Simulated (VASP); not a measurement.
# Mg (P6_3/mmc) in VASP: further runs

The runs below take Mg through elastic constants, vibrations by perturbation theory, with PBEsol.

All numbers are computed with VASP 6.6.1; they aren't measurements. Logs are shortened: lines on timing, memory, paths and dates and some standing lists are left out, and cuts for length are marked.

### 1 The cell of the first run

The structure is hexagonal, space group P6_3/mmc (No. 194). The conventional cell has a = 3.187 Å, b = 3.187 Å, c = 5.131 Å, α = 90.00°, β = 90.00°, γ = 120.00°. Within 4.2 Å of Mg (site symmetry -6m2) lie 12 Mg at 3.16 to 3.19 Å.

### 2 Elastic constants, PBEsol

INCAR

```
SYSTEM = Mg
ALGO     = Normal         ! electronic algorithm
EDIFF    = 1E-8           ! SCF threshold, eV
ENCUT    = 600            ! plane-wave cutoff, eV
GGA      = PS             ! functional
IBRION   = 6              ! ionic algorithm
ISIF     = 3              ! what is computed and relaxed
ISMEAR   = -1             ! smearing method
LASPH    = .TRUE.         ! aspherical terms in the spheres
LCHARG   = .TRUE.         ! write CHGCAR
LREAL    = .FALSE.        ! projectors in reciprocal space
LWAVE    = .FALSE.        ! write WAVECAR
NELM     = 100            ! most SCF steps
NFREE    = 2            
NSW      = 1              ! ionic steps
POTIM    = 0.015          ! step
PREC     = Accurate       ! precision mode
SIGMA    = 0.15           ! smearing width, eV
```

KPOINTS

```
k-points
0
G
  15 15 8
  0 0 0
```

POSCAR

```
Mg
1.0
    3.1868356389      0.0000000000      0.0000000000
   -1.5934178194      2.7598806210      0.0000000000
    0.0000000000      0.0000000000      5.1305031905
Mg
2
Direct
    0.3333333333      0.6666666667      0.2500000000
    0.6666666667      0.3333333333      0.7500000000
```

Potentials or basis: VASP PAW PBE potentials, release 64 (Mg).

Run with:

```console
$ cat potpaw_PBE.64/Mg/POTCAR > POTCAR
$ mpirun -np 1 vasp_std > vasp.out
```

OUTCAR:

```text
SYSTEM = Mg
   EDIFF = 1E-8
   ENCUT = 600
   GGA = PS
   IBRION = 6
   ISIF = 3
   ISMEAR = -1
   LASPH = .TRUE.
   LREAL = .FALSE.
   NELM = 100
   NFREE = 2
   NSW = 1
   POTIM = 0.015
   PREC = Accurate

 ion  position               nearest neighbor table
   1  0.333  0.667  0.250-   2 3.16   2 3.16   2 3.16   2 3.16   2 3.16   2 3.16
   2  0.667  0.333  0.750-   1 3.16   1 3.16   1 3.16   1 3.16   1 3.16   1 3.16

  LATTYP: Found a hexagonal cell.
 ALAT       =     3.1868356389
 C/A-ratio  =     1.6099051761

  Lattice vectors:

 A1 = (   3.1868356389,   0.0000000000,   0.0000000000)
 A2 = (  -1.5934178194,   2.7598806210,   0.0000000000)
 A3 = (   0.0000000000,   0.0000000000,   5.1305031905)

Analysis of symmetry for initial positions (statically):
=====================================================================
 Subroutine PRICEL returns:
 Original cell was already a primitive cell.

 Routine SETGRP: Setting up the symmetry group for a
 hexagonal supercell.

 Subroutine GETGRP returns: Found 24 space group operations
 (whereof 12 operations were pure point group operations)
 out of a pool of 24 trial point group operations.

The static configuration has the point symmetry D_3d.
 The point group associated with its full space group is D_6h.

Analysis of symmetry for dynamics (positions and initial velocities):
=====================================================================
 Subroutine PRICEL returns:
 Original cell was already a primitive cell.

 Routine SETGRP: Setting up the symmetry group for a
 hexagonal supercell.

 Subroutine GETGRP returns: Found 24 space group operations
 (whereof 12 operations were pure point group operations)
 out of a pool of 24 trial point group operations.

The dynamic configuration has the point symmetry D_3d.
 The point group associated with its full space group is D_6h.

 Subroutine INISYM returns: Found 24 space group operations
 (whereof 12 operations are pure point group operations),
 and found     1 'primitive' translations

----------------------------------------------------------------------------------------

                                     Primitive cell

  volume of cell :      45.1242

  direct lattice vectors                    reciprocal lattice vectors
     3.186835639  0.000000000  0.000000000     0.313790893  0.181167256  0.000000000
    -1.593417819  2.759880621  0.000000000     0.000000000  0.362334513  0.000000000
     0.000000000  0.000000000  5.130503190     0.000000000  0.000000000  0.194912655

  length of vectors
     3.186835639  3.186835639  5.130503190     0.362334513  0.362334513  0.194912655

  position of ions in fractional coordinates (direct lattice)
     0.333333333  0.666666667  0.250000000
     0.666666667  0.333333333  0.750000000

  ion indices of the primitive-cell ions
   primitive index   ion index
                 1           1
                 2           2

----------------------------------------------------------------------------------------

 KPOINTS: k-points

Automatic generation of k-mesh.
 Grid dimensions read from file:
 generate k-points for:   15   15    8

 Generating k-lattice:
[... 112 lines left out ...]

------------------------ aborting loop because EDIFF is reached ----------------------------------------

  FORCE on cell =-STRESS in cart. coord.  units (eV):
  Direction    XX          YY          ZZ          XY          YZ          ZX
  --------------------------------------------------------------------------------------
  -------------------------------------------------------------------------------------
  Total       -0.0151674     -0.0151674     -0.0136901     -0.0000000      0.0000000      0.0000000
  in kB       -0.5385335     -0.5385335     -0.4860797     -0.0000000      0.0000000      0.0000000
  external PRESSURE =      -0.5210489 kB  Pullay stress =       0.0000000 kB
[... 89 lines left out ...]
  FREE ENERGIE OF THE ION-ELECTRON SYSTEM (eV)
  ---------------------------------------------------
  free  energy   TOTEN  =        -3.4764768654 eV

  energy  without entropy=       -3.4165820897  energy(sigma->0) =       -3.44652948

[... ionic steps 4 to 14 ...]

--------------------------------------- Ionic step       15  -------------------------------------------

 number of electron       4.0000000 magnetization

------------------------ aborting loop because EDIFF is reached ----------------------------------------
[... 67 lines left out ...]
--------------------------------------- Ionic step       17  -------------------------------------------

 number of electron       4.0000000 magnetization

 Free energy of the ion-electron system (eV)
  ---------------------------------------------------
  ext. energy  EPLUGINS =         0.00000000
  ---------------------------------------------------
  free energy    TOTEN  =        -3.47817889 eV

  energy without entropy =       -3.41824201  energy(sigma->0) =       -3.44821045

 E-fermi :   2.6827     XC(G=0):  -8.5881

 val. band max:        2.6693791490   @ k =   0.3333   0.1333   0.1250
 cond. band min:       2.6893793138   @ k =   0.2667   0.2667   0.2500
 fundamental gap:      0.0200001648
 Fermi energy:         2.6827263451

 k-point     1 :       0.0000    0.0000    0.0000
  band No.  band energies     occupation
      1      -4.3219      2.00000
      2       1.0129      1.99997
      3       1.5238      1.99912
      4      13.6186      0.00000
      5      13.6186      0.00000
      6      13.7508      0.00000
[... 199 lines left out ...]
 k-point    24 :       0.4000    0.2000    0.0000
  band No.  band energies     occupation
      1       1.0412      1.99996
      2       1.0744      1.99996
      3       4.5790      0.00001
      4       5.9081      0.00000
      5       6.2750      0.00000
      6       6.5530      0.00000

 [... further k-points ...]
[... 5 lines left out ...]
  --------------------------------------------------------------------------------------
  -------------------------------------------------------------------------------------
  Total       -0.0146029     -0.0146029     -0.0121288     -0.0000000      0.0000000      0.0000000
  in kB       -0.5184897     -0.5184897     -0.4306442     -0.0000000      0.0000000      0.0000000
  external PRESSURE =      -0.4892079 kB  Pullay stress =       0.0000000 kB
[... 17 lines left out ...]
  FREE ENERGIE OF THE ION-ELECTRON SYSTEM (eV)
  ---------------------------------------------------
  free  energy   TOTEN  =        -3.4781788916 eV

  energy  without entropy=       -3.4182420122  energy(sigma->0) =       -3.44821045

 INTERNAL STRAIN TENSORS FROM STRAINED CELLS
 ============================================

 INTERNAL STRAIN TENSOR FOR ION    1 for displacements in x,y,z  (eV/Angst):
          X           Y           Z          XY          YZ          ZX
  --------------------------------------------------------------------------------
  x    -0.00000     0.00000    -0.00000    -0.86419     0.00000    -0.00000
  y    -0.87461     0.87602     0.00000     0.00000     0.00000    -0.00000
  z     0.00000    -0.00000     0.00000     0.00000     0.00516     0.00000

 INTERNAL STRAIN TENSORS FROM DISPLACED ATOMS
 ============================================

 INTERNAL STRAIN TENSOR FOR ION    1 for displacements in x,y,z  (eV/Angst):
          X           Y           Z          XY          YZ          ZX
  --------------------------------------------------------------------------------
  x    -0.00000     0.00000     0.00000    -0.87867     0.00000     0.00000
  y    -0.87867     0.87867     0.00000     0.00000     0.00000     0.00000
  z    -0.00000     0.00000     0.00000     0.00000     0.00000     0.00000

 INTERNAL STRAIN TENSOR FOR ION    2 for displacements in x,y,z  (eV/Angst):
          X           Y           Z          XY          YZ          ZX
  --------------------------------------------------------------------------------
  x     0.00000    -0.00000     0.00000     0.87867     0.00000     0.00000
  y     0.87867    -0.87867    -0.00000    -0.00000     0.00000     0.00000
  z     0.00000     0.00000    -0.00000     0.00000     0.00000     0.00000

 Eigenvectors and eigenvalues of the dynamical matrix
 ----------------------------------------------------

   1 f  =    7.646987 THz    48.047434 2PiTHz  255.076019 cm-1    31.625381 meV
             X         Y         Z           dx          dy          dz
     -0.000000  1.839920  1.282626     0.000000    0.000000    0.707107
      1.593418  0.919960  3.847877    -0.000000    0.000000   -0.707107
[... 11 lines left out ...]
   4 f  =    0.000000 THz     0.000000 2PiTHz    0.000001 cm-1     0.000000 meV
             X         Y         Z           dx          dy          dz
     -0.000000  1.839920  1.282626     0.638664    0.293719   -0.076406
      1.593418  0.919960  3.847877     0.638664    0.293719   -0.076406

   5 f/i=    0.000000 THz     0.000000 2PiTHz    0.000001 cm-1     0.000000 meV
             X         Y         Z           dx          dy          dz
     -0.000000  1.839920  1.282626    -0.291583    0.544457   -0.344305
      1.593418  0.919960  3.847877    -0.291583    0.544457   -0.344305

   6 f/i=    0.000000 THz     0.000000 2PiTHz    0.000002 cm-1     0.000000 meV
             X         Y         Z           dx          dy          dz
     -0.000000  1.839920  1.282626     0.084187   -0.342486   -0.612875
      1.593418  0.919960  3.847877     0.084187   -0.342486   -0.612875

--------------------------------------------------------------------------------------------------------

 ELASTIC MODULI CONTR FROM IONIC RELAXATION (kBar)
 Direction    XX          YY          ZZ          XY          YZ          ZX
 --------------------------------------------------------------------------------
 XX         -36.7392     36.7392      0.0000     -0.0000      0.0000      0.0000
 YY          36.7392    -36.7392     -0.0000     -0.0000      0.0000      0.0000
 ZZ           0.0000     -0.0000     -0.0000     -0.0000      0.0000      0.0000
 XY          -0.0000     -0.0000     -0.0000    -36.7392      0.0000      0.0000
 YZ           0.0000      0.0000      0.0000      0.0000      0.0000      0.0000
 ZX           0.0000      0.0000      0.0000      0.0000      0.0000      0.0000
 --------------------------------------------------------------------------------

 TOTAL ELASTIC MODULI (kBar)
 Direction    XX          YY          ZZ          XY          YZ          ZX
 --------------------------------------------------------------------------------
 XX         651.3991    267.4548    205.1337      0.0000      0.0000      0.0000
 YY         267.4548    651.3991    205.1337      0.0000     -0.0000     -0.0000
 ZZ         205.1337    205.1337    714.1338      0.0000      0.0000      0.0000
 XY           0.0000      0.0000      0.0000    191.9721     -0.0000     -0.0000
 YZ           0.0000      0.0000      0.0000      0.0000    190.6277      0.0000
 ZX           0.0000     -0.0000      0.0000     -0.0000      0.0000    190.6277
 --------------------------------------------------------------------------------
```

Run time: 7.8 min. Hardware: 1 thread of Intel Xeon Platinum 8559C (Emerald Rapids), shared host; peak memory 0.48 GiB.

What came out:

```yaml
Voigt_bulk_modulus: 37 GPa
Highest_phonon_frequency_at_Γ: 255 cm⁻¹
```

Phonon frequencies in cm⁻¹ (negative: imaginary):
| q point | frequencies |
| --- | --- |
| (0.000, 0.000, 0.000) | 0 0 0 129 129 255 |

Elastic tensor in Voigt notation (GPa, in the Cartesian axes of the cell as first typed):
```
65 27 21  0  0  0
27 65 21  0  0  0
21 21 71  0  0  0
 0  0  0 19  0  0
 0  0  0  0 19  0
 0  0  0  0  0 19
```

Clamped-ion elastic tensor (GPa):
```
69 23 21  0  0  0
23 69 21  0  0  0
21 21 71  0  0  0
 0  0  0 19  0  0
 0  0  0  0 19  0
 0  0  0  0  0 23
```

Caveat: the PAW data sets were made with another functional, which shifts forces and pressure a little.

### 3 Vibrations by perturbation theory, PBEsol

INCAR

```
SYSTEM = Mg
ALGO = Normal
EDIFF = 1E-8
ENCUT = 520
GGA = PS
IBRION = 8
ISIF = 2
ISMEAR = -1
LASPH = .TRUE.
LCHARG = .FALSE.
LREAL = .FALSE.
LWAVE = .FALSE.
NBANDS = 9
NELM = 100
NSW = 1
PREC = Accurate
SIGMA = 0.15
```

KPOINTS is that of step 2.

POSCAR

```
Mg
1.0
    3.1868356402      0.0000000000      0.0000000000
   -1.5934178201      2.7598806221      0.0000000000
    0.0000000000      0.0000000000      5.1305031850
Mg
2
Direct
    0.3333333333      0.6666666667      0.2500000000
    0.6666666667      0.3333333333      0.7500000000
```

Potentials or basis: VASP PAW PBE potentials, release 64 (Mg).

Run with:

```console
$ cat potpaw_PBE.64/Mg/POTCAR > POTCAR
$ mpirun -np 1 vasp_std > vasp.out
```

OUTCAR:

```text
SYSTEM = Mg
   EDIFF = 1E-8
   ENCUT = 520
   GGA = PS
   IBRION = 8
   ISIF = 2
   ISMEAR = -1
   LASPH = .TRUE.
   LREAL = .FALSE.
   NELM = 100
   NSW = 1
   PREC = Accurate

 ion  position               nearest neighbor table
   1  0.333  0.667  0.250-   2 3.16   2 3.16   2 3.16   2 3.16   2 3.16   2 3.16
   2  0.667  0.333  0.750-   1 3.16   1 3.16   1 3.16   1 3.16   1 3.16   1 3.16

  LATTYP: Found a hexagonal cell.
 ALAT       =     3.1868356402
 C/A-ratio  =     1.6099051737

  Lattice vectors:

 A1 = (   3.1868356402,   0.0000000000,   0.0000000000)
 A2 = (  -1.5934178201,   2.7598806221,   0.0000000000)
 A3 = (   0.0000000000,   0.0000000000,   5.1305031850)

Analysis of symmetry for initial positions (statically):
=====================================================================
 Subroutine PRICEL returns:
 Original cell was already a primitive cell.

 Routine SETGRP: Setting up the symmetry group for a
 hexagonal supercell.

 Subroutine GETGRP returns: Found 24 space group operations
 (whereof 12 operations were pure point group operations)
 out of a pool of 24 trial point group operations.

The static configuration has the point symmetry D_3d.
 The point group associated with its full space group is D_6h.

Analysis of symmetry for dynamics (positions and initial velocities):
=====================================================================
 Subroutine PRICEL returns:
 Original cell was already a primitive cell.

 Routine SETGRP: Setting up the symmetry group for a
 hexagonal supercell.

 Subroutine GETGRP returns: Found 24 space group operations
 (whereof 12 operations were pure point group operations)
[... 485 lines left out ...]

------------------------ aborting loop because EDIFF is reached ----------------------------------------

[... ionic steps 5 to 5 ...]

--------------------------------------- Ionic step        6  -------------------------------------------

 Free energy of the ion-electron system (eV)
  ---------------------------------------------------
  ---------------------------------------------------
  free energy    TOTEN  =        -0.00395914 eV

  energy without entropy =       -0.00395914

------------------------ aborting loop because EDIFF is reached ----------------------------------------

 INTERNAL STRAIN TENSOR  FOR ION    1  DIRECTION 3   (eV/Angst):
 -----------------------------------------------------------------------------
     0.00281  0.00000  0.00000
     0.00000  0.00281 -0.00000
     0.00000  0.00000 -0.00642

 INTERNAL STRAIN TENSOR FOR ION    2 for displacements in x,y,z  (eV/Angst):
          X           Y           Z          XY          YZ          ZX
  --------------------------------------------------------------------------------
  x     0.00000     0.00000     0.00000     0.90515     0.00000     0.00000
  y     0.90515    -0.90515     0.00000     0.00000     0.00000     0.00000
  z     0.00000    -0.00000    -0.00000     0.00000     0.00000     0.00000

 SECOND DERIVATIVES (NOT SYMMETRIZED)
 ------------------------------------
               1X          1Y          1Z          2X          2Y          2Z
  1X    -0.746169    0.000000    0.000000    0.746169    0.000000    0.000000
  1Y     0.000000   -0.746169    0.000000   -0.000000    0.746169    0.000000
  1Z    -0.000000    0.000000   -2.909677    0.000000    0.000000    2.909677
  2X     0.746169    0.000000    0.000000   -0.746169    0.000000    0.000000
  2Y    -0.000000    0.746169    0.000000    0.000000   -0.746169    0.000000
  2Z     0.000000    0.000000    2.909677   -0.000000    0.000000   -2.909677

 Eigenvectors and eigenvalues of the dynamical matrix
 ----------------------------------------------------

   1 f  =    7.649627 THz    48.064026 2PiTHz  255.164100 cm-1    31.636302 meV
             X         Y         Z           dx          dy          dz
     -0.000000  1.839920  1.282626     0.000000    0.000000    0.707107
      1.593418  0.919960  3.847877    -0.000000   -0.000000   -0.707107
[... 11 lines left out ...]
   4 f  =    0.000000 THz     0.000000 2PiTHz    0.000001 cm-1     0.000000 meV
             X         Y         Z           dx          dy          dz
     -0.000000  1.839920  1.282626    -0.004972    0.624106   -0.332365
      1.593418  0.919960  3.847877    -0.004972    0.624106   -0.332365

   5 f/i=    0.000000 THz     0.000000 2PiTHz    0.000001 cm-1     0.000000 meV
             X         Y         Z           dx          dy          dz
     -0.000000  1.839920  1.282626     0.707089    0.004556   -0.002022
      1.593418  0.919960  3.847877     0.707089    0.004556   -0.002022

   6 f/i=    0.000000 THz     0.000000 2PiTHz    0.000002 cm-1     0.000000 meV
             X         Y         Z           dx          dy          dz
     -0.000000  1.839920  1.282626     0.000357   -0.332371   -0.624123
      1.593418  0.919960  3.847877     0.000357   -0.332371   -0.624123

--------------------------------------------------------------------------------------------------------

 ELASTIC MODULI CONTR FROM IONIC RELAXATION (kBar)
 Direction    XX          YY          ZZ          XY          YZ          ZX
 --------------------------------------------------------------------------------
 XX         -38.9859     38.9859      0.0000     -0.0000     -0.0000      0.0000
 YY          38.9859    -38.9859     -0.0000      0.0000      0.0000      0.0000
 ZZ           0.0000     -0.0000     -0.0000      0.0000      0.0000      0.0000
 XY          -0.0000      0.0000      0.0000    -38.9859     -0.0000      0.0000
 YZ          -0.0000      0.0000      0.0000     -0.0000     -0.0000      0.0000
 ZX           0.0000      0.0000      0.0000      0.0000      0.0000      0.0000
 --------------------------------------------------------------------------------
```

OSZICAR:

```text
N       E                     dE             d eps       ncg     rms          rms(c)
DAV:   1    -0.771649815925E+00   -0.77165E+00   -0.13030E+03  2430   0.316E+02
DAV:   2    -0.345991947156E+01   -0.26883E+01   -0.25897E+01  3337   0.270E+01
DAV:   3    -0.349823079938E+01   -0.38311E-01   -0.37354E-01  3156   0.265E+00
DAV:   4    -0.349834534943E+01   -0.11455E-03   -0.11454E-03  3070   0.145E-01
[... 32 lines left out ...]
RMM:   6    -0.395880070144E-02   -0.46872E-06    0.67867E-07  5727   0.227E-04    0.150E-04
RMM:   7    -0.395911398986E-02   -0.31329E-06   -0.20344E-08  5795   0.872E-05    0.527E-06
RMM:   8    -0.395914433761E-02   -0.30348E-07   -0.94157E-08  5930   0.126E-05    0.201E-06
RMM:   9    -0.395913626733E-02    0.80703E-08    0.36211E-09  5708   0.594E-06    0.648E-07
 Linear response finished
```

It took 7.1 min on 1 thread of Intel Xeon 6975P-C, shared host; peak memory 0.55 GiB.

Results:

```yaml
Highest_phonon_frequency_at_Γ: 255 cm⁻¹
```

Phonon frequencies in cm⁻¹ (negative: imaginary):
| q point | frequencies |
| --- | --- |
| (0.000, 0.000, 0.000) | 0 0 0 129 129 255 |

Caveat: the PAW data sets were made with another functional, which shifts forces and pressure a little.
